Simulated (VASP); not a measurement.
Wanted: the native input for a VASP 6.6.1 run.

```
Task                   : single point
Functional             : r2SCAN
Potentials or basis    : VASP PAW PBE potentials, release 64 (Bi_d)
Cutoff                 : 520 eV
k mesh                 : 8 × 8 × 8
Occupations            : fermi-dirac, width 0.05 eV
Spin                   : no spin polarisation
Dipole correction      : no
Further INCAR settings : ALGO = Normal; EDIFF = 1e-06; NBANDS = 22
```

Crystal: Bi.

```
CELL_PARAMETERS angstrom
2.26225 1.30611 3.88261
-2.26225 1.30611 3.88261
0.00000 -2.61222 3.88261
ATOMIC_POSITIONS crystal
Bi 0.23683 0.23683 0.23683
Bi 0.76318 0.76318 0.76318
```

The input as run:

POSCAR

```
Bi
1.0
    2.2622500000      1.3061100000      3.8826110000
   -2.2622500000      1.3061100000      3.8826110000
    0.0000000000     -2.6122210000      3.8826110000
Bi
2
Direct
    0.2368250000      0.2368250000      0.2368250000
    0.7631750000      0.7631750000      0.7631750000
```

INCAR.step1

```
SYSTEM = Bi
PREC = Accurate
ENCUT = 520
ISMEAR = -1
SIGMA = 0.05
LREAL = .FALSE.
LASPH = .TRUE.
NELM = 60
NBANDS = 22
GGA = PE
ALGO = Normal
EDIFF = 1E-4
LWAVE = .TRUE.
LCHARG = .FALSE.
```

INCAR.step2

```
SYSTEM = Bi
PREC = Accurate
ENCUT = 520
EDIFF = 1E-6
ISMEAR = -1
SIGMA = 0.05
LREAL = .FALSE.
LASPH = .TRUE.
NELM = 60
ALGO = Normal
ISIF = 2
LWAVE = .FALSE.
LCHARG = .TRUE.
METAGGA = R2SCAN
LMIXTAU = .TRUE.
LELF = .TRUE.
LVHAR = .TRUE.
NBANDS = 22
ISTART = 1
```

KPOINTS

```
regular mesh
0
G
  8 8 8
  0 0 0
```

Potentials or basis: VASP PAW PBE potentials, release 64 (Bi_d).

The run is started by

```sh
$ cat potpaw_PBE.64/Bi_d/POTCAR > POTCAR
$ cp INCAR.step1 INCAR
$ mpirun -np 1 vasp_std > vasp.out
$ cp INCAR.step2 INCAR
$ mpirun -np 1 vasp_std > vasp.out
```

Results of the run:

```yaml
Pressure: 1.5 GPa
Largest_force: 0.188 eV/Å
Band_gap_on_the_k_mesh: zero (bands 15 and 16 overlap by 0.18 eV)
```

Caveat: the PAW data sets were made with another functional, which shifts forces and pressure a little; spin-orbit coupling is left out, which moves the levels of the heavy elements.

It took 5.8 min on 1 thread of Intel Xeon 8259CL (shared host), peak memory 0.26 GiB.
